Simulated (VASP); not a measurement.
Wanted: the native input for a VASP 6.6.1 run.

```
Task                   : single point
Functional             : PBEsol
Potentials or basis    : VASP PAW PBE potentials, release 64 (H, Si, S)
Cutoff                 : 400 eV
k mesh                 : 1 × 1 × 1
Occupations            : fermi-dirac, width 0.05 eV
Spin                   : no spin polarisation
Dipole correction      : no
Further INCAR settings : LREAL = Auto; ALGO = Normal; EDIFF = 1e-06; NBANDS = 69; NELMDL = -8
```

The structure of Si20H10S lies in POSCAR:

```
Si20H10S
1.0
    7.6791800000      0.0000000000      0.0000000000
    0.0000000000      7.6791800000      0.0000000000
    0.0000000000      0.0000000000     18.2555000000
H Si S
10 20 1
Direct
    0.4093926695      0.0000000000      0.0547780121
    0.0906086327      0.0000000000      0.0547780121
    0.9093939718      0.0000000000      0.0547780121
    0.5906099349      0.0000000000      0.0547780121
    0.4093926695      0.5000013022      0.0547780121
    0.0906086327      0.5000013022      0.0547780121
    0.9093939718      0.5000013022      0.0547780121
    0.5906099349      0.5000013022      0.0547780121
    0.2367179829      0.0470883610      0.6127577990
    0.4043140023     -0.1547430845      0.6540165977
    0.2500006511      0.0000000000      0.1021883816
    0.7500019533      0.0000000000      0.1021883816
    0.2500006511      0.5000013022      0.1021883816
    0.7500019533      0.5000013022      0.1021883816
    0.2491802510      0.2559648296      0.1689682561
    0.7568776875      0.2632572749      0.1628824190
    0.2541807849      0.7557838207      0.1788063871
    0.7262884839      0.7339064848      0.1723699707
    0.0035420449      0.2043707792      0.2165429597
    0.5178417487      0.2730630093      0.2439976993
   -0.0001041778      0.7398706633      0.2406836296
    0.5109399702      0.7964392031      0.2562405850
   -0.0106782235     -0.0491588946      0.3323546329
    0.5556322420      0.0537948062      0.3217496097
   -0.0132696460      0.4555564526      0.2902905974
    0.4189119151      0.4924744569      0.3545835502
    0.2520711847      0.1418771275      0.3110076415
    0.8391781414      0.2056860238      0.3219084659
    0.1719975310      0.3584627525      0.3888526745
    0.6834844345      0.5300435724      0.3073758593
    0.3499331960     -0.0807768538      0.5841143765
```

One way to write it, as run:

INCAR

```
SYSTEM = Si20H10S
ALGO = Normal
EDIFF = 1E-6
ENCUT = 400
GGA = PS
GGA_COMPAT = .FALSE.
ISIF = 2
ISMEAR = -1
LASPH = .TRUE.
LCHARG = .FALSE.
LREAL = Auto
LWAVE = .FALSE.
NBANDS = 69
NELM = 120
NELMDL = -8
PREC = Accurate
SIGMA = 0.05
```

KPOINTS

```
k-points
0
G
  1 1 1
  0 0 0
```

Potentials or basis: VASP PAW PBE potentials, release 64 (H, Si, S).

Launch:

```bash
$ cat potpaw_PBE.64/H/POTCAR potpaw_PBE.64/Si/POTCAR potpaw_PBE.64/S/POTCAR > POTCAR
$ mpirun -np 1 vasp_gam > vasp.out
```

It gave:

- Largest force: 3.284 eV/Å

Caveat: the k points lie up to 0.82 Å⁻¹ apart; the atoms stand as in a frame of molecular dynamics; the PAW data sets were made with another functional, which shifts forces and pressure a little.

It took 4.2 min on 1 thread of Intel Xeon 8259CL, with other jobs on the host, peak memory 0.62 GiB.
